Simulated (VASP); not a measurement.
A run of VASP 6.6.1 is set up as follows.

The input INCAR:

```
PREC = Accurate ; ENCUT = 520
EDIFF = 1E-6 ; ISMEAR = -5
SIGMA = 0.05 ; LREAL = F
LASPH = T ; NELM = 150
ALGO = Normal ; ISIF = 2
LWAVE = F ; LCHARG = F
LMAXMIX = 4 ; LDAU = T
LDAUTYPE = 2 ; LDAUL = 2 -1
LDAUU = 6.5 0 ; LDAUJ = 0 0
LDAUPRINT = 1 ; GGA = PS
IVDW = 12 ; NBANDS = 18
```

KPOINTS

```
regular mesh
0
Gamma
  9 9 9
```

POSCAR

```
HfO2
1.0
    0.0000000000      2.5052914730      2.5052914730
    2.5052914730      0.0000000000      2.5052914730
    2.5052914730      2.5052914730      0.0000000000
Hf O
1 2
Direct
    0.0000000000      0.0000000000      0.0000000000
    0.7500000000      0.7500000000      0.7500000000
    0.2500000000      0.2500000000      0.2500000000
```

Potentials or basis: VASP PAW PBE potentials, release 64 (Hf_pv, O).

Launch:

```sh
$ cat potpaw_PBE.64/Hf_pv/POTCAR potpaw_PBE.64/O/POTCAR > POTCAR
$ mpirun -np 1 vasp_std > vasp.out
```

Question: Estimate the pressure.

Answer: 18.8 GPa.

Question: What does it give for the band gap on the k mesh?

Answer: 4.65 eV, indirect (least direct gap 4.78 eV).

Question: Predict the dispersion energy per atom.

Answer: -0.235 eV.

Eigenvalues of the final occupation matrices:
| site | spin | trace | eigenvalues |
| --- | --- | --- | --- |
| site 1 d | 1 | 0.62 | 0.05 0.05 0.17 0.17 0.17 |
| site 1 d | 2 | 0.62 | 0.05 0.05 0.17 0.17 0.17 |

Caveat: the PAW data sets were made with another functional, which shifts forces and pressure a little; spin-orbit coupling is left out, which moves the levels of the heavy elements. A k mesh can miss the band edges.
